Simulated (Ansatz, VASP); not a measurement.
One calculation of BN, two programs

```xyz
4
Lattice="2.6040 0.0000 0.0000 -1.3020 2.2551 0.0000 0.0000 0.0000 6.9711" Properties=species:S:1:pos:R:3 pbc="T T T"
B     0.0000    1.5034    1.7428
B     1.3020    0.7517    5.2283
N     0.0000    1.5034    5.2283
N     1.3020    0.7517    1.7428
```

Alike in both runs: task single point; functional PBEsol; k mesh 12 × 12 × 4; occupations gaussian, width 0.05 eV; no spin polarisation.

|  | VASP | Ansatz |
| --- | --- | --- |
| version | VASP 6.6.1 | Ansatz 0.2.0 |
| potentials or method | VASP PAW PBE potentials, release 64 (B, N), cutoff 520 eV | scalar-relativistic, plane waves, PAW |
| valence electrons in the cell | 16 | 16 |

VASP gave:

```
gap on the k mesh at the Fermi level (eV)                     : 4.05
least direct gap on the mesh (eV)                             : 4.30
pressure (GPa)                                                : -22.4
traceless stress, the component that is largest in VASP (GPa) : 22.24
```

Estimate Ansatz's values.

gap on the k mesh at the Fermi level (eV): 4.05; least direct gap on the mesh (eV): 4.30; pressure (GPa): -22.7; traceless stress, the component that is largest in VASP (GPa): 22.68.

VASP's potentials were made for PBE, not for PBEsol, and Ansatz warns of the same on its side.
